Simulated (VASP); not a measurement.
# Rb (Cmcm) in VASP: further runs

Rb is run at these levels: PBE; tasks: single point.

Everything below comes from runs of VASP 6.6.1. Logs are shortened: lines on timing, memory, paths and dates and some standing lists are left out, and cuts for length are marked.

### Step 1. The cell of the first run

Symmetry: Cmcm, No. 63, orthorhombic system. Conventional cell: a = 4.725 Å, b = 8.277 Å, c = 8.534 Å, α = 90.00°, β = 90.00°, γ = 90.00°.

### Step 2. Single point, PBE (biaxial strain in the a-b plane: -6.0 %, then relaxed in part)

File INCAR:

```
PREC = Accurate
ENCUT = 520
EDIFF = 1E-6
ISMEAR = 0
SIGMA = 0.1
LREAL = False
LASPH = True
NELM = 60
ALGO = Fast
ISIF = 2
LWAVE = False
LCHARG = True
GGA = PE
LELF = True
LVHAR = True
NBANDS = 26
```

File KPOINTS:

```
Automatic mesh
0
Gamma
  8 6 6
```

File POSCAR:

```
Rb
1.0
    4.7253701709      0.0000000000      0.0000000000
    0.0000000000      8.2773020792      0.0000000000
    0.0000000000      0.0000000000      8.5338696995
Rb
4
Direct
    0.0000000000      0.1636103174      0.2500000000
    0.5000000000      0.3363896826      0.7500000000
    0.5000000000      0.6636103174      0.2500000000
    0.0000000000      0.8363896826      0.7500000000
```

Potentials or basis: VASP PAW PBE potentials, release 64 (Rb_sv).

Command:

```sh
$ cat potpaw_PBE.64/Rb_sv/POTCAR > POTCAR
$ mpirun -np 1 vasp_std > vasp.out
```

OUTCAR:

```text
PREC = Accurate
   ENCUT = 520
   EDIFF = 1E-6
   ISMEAR = 0
   LREAL = False
   LASPH = True
   NELM = 60
   ISIF = 2
   GGA = PE

 ion  position               nearest neighbor table
   1  0.000  0.164  0.250-   3 4.77   3 4.77   3 4.77   3 4.77   4 5.05   4 5.05   2 5.08   2 5.08
                             2 5.08   2 5.08
   2  0.500  0.336  0.750-   4 4.77   4 4.77   4 4.77   4 4.77   3 5.05   3 5.05   1 5.08   1 5.08
                             1 5.08   1 5.08
   3  0.500  0.664  0.250-   1 4.77   1 4.77   1 4.77   1 4.77   2 5.05   2 5.05   4 5.08   4 5.08
                             4 5.08   4 5.08
   4  0.000  0.836  0.750-   2 4.77   2 4.77   2 4.77   2 4.77   1 5.05   1 5.05   3 5.08   3 5.08
                             3 5.08   3 5.08

  LATTYP: Found a simple orthorhombic cell.
 ALAT       =     4.7253701709
 B/A-ratio  =     1.7516727325
 C/A-ratio  =     1.8059685042

  Lattice vectors:

 A1 = (   4.7253701709,   0.0000000000,   0.0000000000)
 A2 = (   0.0000000000,   8.2773020792,   0.0000000000)
 A3 = (   0.0000000000,   0.0000000000,   8.5338696995)

Analysis of symmetry for initial positions (statically):
=====================================================================
 Subroutine PRICEL returns following result:

  LATTYP: Found a base centered orthorhombic cell.
 ALAT       =     4.7253701709
 B/A-ratio  =     1.7516727325
 C/A-ratio  =     1.8059685042

  Lattice vectors:

 A1 = (  -2.3626850854,   4.1386510396,   0.0000000000)
 A2 = (  -2.3626850854,  -4.1386510396,   0.0000000000)
 A3 = (   0.0000000000,   0.0000000000,   8.5338696995)

   2 primitive cells build up your supercell.

 Routine SETGRP: Setting up the symmetry group for a
 simple orthorhombic supercell.

 Subroutine GETGRP returns: Found  8 space group operations
 (whereof  4 operations were pure point group operations)
 out of a pool of  8 trial point group operations.

The static configuration has the point symmetry C_2h.
 The point group associated with its full space group is D_2h.

Analysis of symmetry for dynamics (positions and initial velocities):
=====================================================================
 Subroutine PRICEL returns following result:

  LATTYP: Found a base centered orthorhombic cell.
 ALAT       =     4.7253701709
 B/A-ratio  =     1.7516727325
 C/A-ratio  =     1.8059685042

  Lattice vectors:

 A1 = (  -2.3626850854,   4.1386510396,   0.0000000000)
 A2 = (  -2.3626850854,  -4.1386510396,   0.0000000000)
 A3 = (   0.0000000000,   0.0000000000,   8.5338696995)

   2 primitive cells build up your supercell.

 Routine SETGRP: Setting up the symmetry group for a
 simple orthorhombic supercell.

 Subroutine GETGRP returns: Found  8 space group operations
 (whereof  4 operations were pure point group operations)
 out of a pool of  8 trial point group operations.

The dynamic configuration has the point symmetry C_2h.
 The point group associated with its full space group is D_2h.

 Subroutine INISYM returns: Found  8 space group operations
 (whereof  4 operations are pure point group operations),
 and found     2 'primitive' translations

----------------------------------------------------------------------------------------

                                     Primitive cell

  volume of cell :     166.8940

  direct lattice vectors                    reciprocal lattice vectors
    -2.362685085  4.138651040  0.000000000    -0.211623632  0.120812312  0.000000000
    -2.362685085 -4.138651040  0.000000000    -0.211623632 -0.120812312  0.000000000
     0.000000000  0.000000000  8.533869700     0.000000000  0.000000000  0.117180135

  length of vectors
     4.765575856  4.765575856  8.533869700     0.243680480  0.243680480  0.117180135

  position of ions in fractional coordinates (direct lattice)
     0.163610317  0.836389683  0.250000000
     0.836389683  0.163610317  0.750000000

  ion indices of the primitive-cell ions
   primitive index   ion index
                 1           1
                 2           4

----------------------------------------------------------------------------------------

 KPOINTS: Automatic mesh

Automatic generation of k-mesh.
 Grid dimensions read from file:
 generate k-points for:    8    6    6

 Generating k-lattice:

  Cartesian coordinates                     Fractional coordinates (reciprocal lattice)
     0.026452954  0.000000000  0.000000000     0.125000000  0.000000000  0.000000000
     0.000000000  0.020135385  0.000000000     0.000000000  0.166666667  0.000000000
     0.000000000  0.000000000  0.019530022     0.000000000  0.000000000  0.166666667

  Length of vectors
     0.026452954  0.020135385  0.019530022

  Shift w.r.t. Gamma in fractional coordinates (k-lattice)
     0.000000000  0.000000000  0.000000000

 Subroutine IBZKPT returns following result:
 ===========================================

 Found     80 irreducible k-points:

 Following reciprocal coordinates:
            Coordinates               Weight
  0.000000  0.000000  0.000000      1.000000
  0.125000  0.000000  0.000000      2.000000
  0.250000  0.000000  0.000000      2.000000
  0.375000  0.000000  0.000000      2.000000
  0.500000  0.000000  0.000000      1.000000
  0.000000  0.166667  0.000000      2.000000
[... 16 lines left out ...]
  0.250000  0.000000  0.166667      4.000000
  0.375000  0.000000  0.166667      4.000000
 [... further k-points ...]
   k-points           NKPTS =     80   k-points in BZ     NKDIM =     80   number of bands    NBANDS=     26
   number of dos      NEDOS =    301   number of ions     NIONS =      4
   total plane-waves  NPLWV = 147456
   dimension x,y,z NGX =    36 NGY =   64 NGZ =   64
   dimension x,y,z NGXF=    72 NGYF=  128 NGZF=  128
   ions per type =               4
   NGX,Y,Z   is equivalent  to a cutoff of  12.67, 12.85, 12.47 a.u.
   NGXF,Y,Z  is equivalent  to a cutoff of  25.33, 25.71, 24.94 a.u.
 SYSTEM =  unknown system
   PREC   = accura    normal or accurate (medium, high low for compatibility)
   ISTART =      0    job   : 0-new  1-cont  2-samecut
   ICHARG =      2    charge: 1-file 2-atom 10-const
   ISPIN  =      1    spin polarized calculation?
   LNONCOLLINEAR =      F non collinear calculations
   LSORBIT =      F    spin-orbit coupling
   LASPH  =      T    aspherical Exc in radial PAW
   ENCUT  =  520.0 eV  38.22 Ry    6.18 a.u.   8.79 15.39 15.87*2*pi/ulx,y,z
   NELM   =     60;   NELMIN=  2; NELMDL= -5     # of ELM steps
   EDIFF  = 0.1E-05   stopping-criterion for ELM
   LREAL  =      F    real-space projection
   EDIFFG = 0.1E-04   stopping-criterion for IOM
   NSW    =      0    number of steps for IOM
   IBRION =     -1    ionic relax: 0-MD 1-quasi-New 2-CG
   NFREE  =      0    steps in history (QN), initial steepest desc. (CG)
   ISIF   =      2    stress and relaxation
   ISYM   =      2    0-nonsym 1-usesym 2-fastsym
   POTIM  = 0.5000    time-step for ionic-motion
   TEBEG  =    0.0;   TEEND  =   0.0 temperature during run
   PSTRESS=    0.0 pullay stress
   NELECT =      36.0000    total number of electrons
   NUPDOWN=      -1.0000    fix difference up-down
   EMIN   =  10.00;   EMAX   =-10.00  energy-range for DOS
   EFERMI =   0.00;   METHOD = LEGACY
   ISMEAR =     0;   SIGMA  =   0.10  broadening in eV -4-tet -1-fermi 0-gaus
   EFERMI_NEDOS =   21; number of points for ismear=-14 and -15
   IALGO  =     68    algorithm
   IMIX   =      4    mixing-type and parameters
     AMIX     =   0.40;   BMIX     =  1.00
     AMIX_MAG =   1.60;   BMIX_MAG =  1.00
  volume/ion in A,a.u.               =      83.45       563.13
  Fermi-wavevector in a.u.,A,eV,Ry     =   0.779265  1.472598  8.262202  0.607255
  Thomas-Fermi vector in A             =   1.882334
   LORBIT       =      0    0 simple, 1 ext, 2 COOP (PROOUT), +10 PAW based schemes
   GGA     = PE    functional components
   LHFCALC =     F    Hartree Fock is set to
   AEXX    =    0.0000 exact exchange contribution
   IVDW    =     0    specifies the selected vdW correction
   LEPSILON=     F    determine dielectric tensor
   LRPA    =     F    only Hartree local field effects (RPA)
 non-spin polarized calculation
 RMM-DIIS sequential band-by-band and
 Gauss-broadening in eV      SIGMA  =   0.10
  energy-cutoff  :      520.00
  volume of cell :      333.79
 maximum number of plane-waves:      9020
 NGX is ok and might be reduce to    36
   NGX = 17   NGY = 31   NGZ = 31

 number of electron      36.0000000 magnetization

 Free energy of the ion-electron system (eV)
  ---------------------------------------------------
  ext. energy  EPLUGINS =         0.00000000
  ---------------------------------------------------
  free energy    TOTEN  =        -3.69312423 eV

  energy without entropy =       -3.67131650  energy(sigma->0) =       -3.68222037

 E-fermi :   0.2367     XC(G=0):  -5.6774

 val. band max:        0.2226898070   @ k =   0.2500   0.5000   0.3333
 cond. band min:       0.2395278536   @ k =   0.5000   0.3333   0.0000
 fundamental gap:      0.0168380467
 Fermi energy:         0.2367141309

 k-point     1 :       0.0000    0.0000    0.0000
  band No.  band energies     occupation
      1     -28.6500      2.00000
      2     -28.6464      2.00000
      3     -28.6429      2.00000
      4     -28.6419      2.00000
      5     -12.8179      2.00000
      6     -12.8053      2.00000
[... 18 lines left out ...]
     25       2.6104      0.00000
     26       3.3935      0.00000

 k-point     2 :       0.1250    0.0000    0.0000
  band No.  band energies     occupation
      1     -28.6492      2.00000
      2     -28.6458      2.00000
      3     -28.6426      2.00000
      4     -28.6417      2.00000
      5     -12.8116      2.00000
      6     -12.7991      2.00000
[... 18 lines left out ...]
     25       2.6583      0.00000
[... 608 lines left out ...]
     25       2.6509      0.00000
     26       2.7942      0.00000

 k-point    24 :       0.3750    0.0000    0.1667
  band No.  band energies     occupation
      1     -28.6446      2.00000
      2     -28.6427      2.00000
      3     -28.6416      2.00000
      4     -28.6413      2.00000
      5     -12.7896      2.00000
      6     -12.7820      2.00000
[... 18 lines left out ...]
     25       2.2936      0.00000
     26       2.3733      0.00000

 [... further k-points ...]

------------------------ aborting loop because EDIFF is reached ----------------------------------------

  FORCE on cell =-STRESS in cart. coord.  units (eV):
  Direction    XX          YY          ZZ          XY          YZ          ZX
  --------------------------------------------------------------------------------------
  -------------------------------------------------------------------------------------
  Total        1.0430039      0.9445469     -0.0054932      0.0000000     -0.0000000      0.0000000
  in kB        5.0064039      4.5338115     -0.0263672      0.0000000     -0.0000000      0.0000000
  external PRESSURE =       3.1712827 kB  Pullay stress =       0.0000000 kB

 VOLUME and BASIS-vectors are now :
 -----------------------------------------------------------------------------
  energy-cutoff  :      520.00
  volume of cell :      333.79
      direct lattice vectors                 reciprocal lattice vectors
     4.725370171  0.000000000  0.000000000     0.211623632  0.000000000  0.000000000
     0.000000000  8.277302079  0.000000000     0.000000000  0.120812312  0.000000000
     0.000000000  0.000000000  8.533869700     0.000000000  0.000000000  0.117180135

 POSITION                                       TOTAL-FORCE (eV/Angst)
 -----------------------------------------------------------------------------------
      0.00000      1.35425      2.13347        -0.000000      0.000128      0.000000
      2.36269      2.78440      6.40040        -0.000000     -0.000128     -0.000000
      2.36269      5.49290      2.13347         0.000000      0.000128      0.000000
      0.00000      6.92305      6.40040         0.000000     -0.000128     -0.000000
 -----------------------------------------------------------------------------------
    total drift:                                0.000000      0.000000      0.000000

  FREE ENERGIE OF THE ION-ELECTRON SYSTEM (eV)
  ---------------------------------------------------
  free  energy   TOTEN  =        -3.6931242344 eV

  energy  without entropy=       -3.6713164985  energy(sigma->0) =       -3.68222037
```

Wall time 12 min (1 thread of Intel Xeon Platinum 8259CL at 2.50GHz (Skylake/Cascade Lake), shared host); peak memory 0.7 GiB.

Results:

```yaml
Free_energy: -3.6931 eV
Pressure: 0.3 GPa
Band_gap_on_the_k_mesh: zero (bands 18 and 19 overlap by 1.51 eV)
```

Caveat: the cell differs from its parent crystal (biaxial strain in the a-b plane: -6.0 %, then relaxed in part).

[end of part 1 of 2]
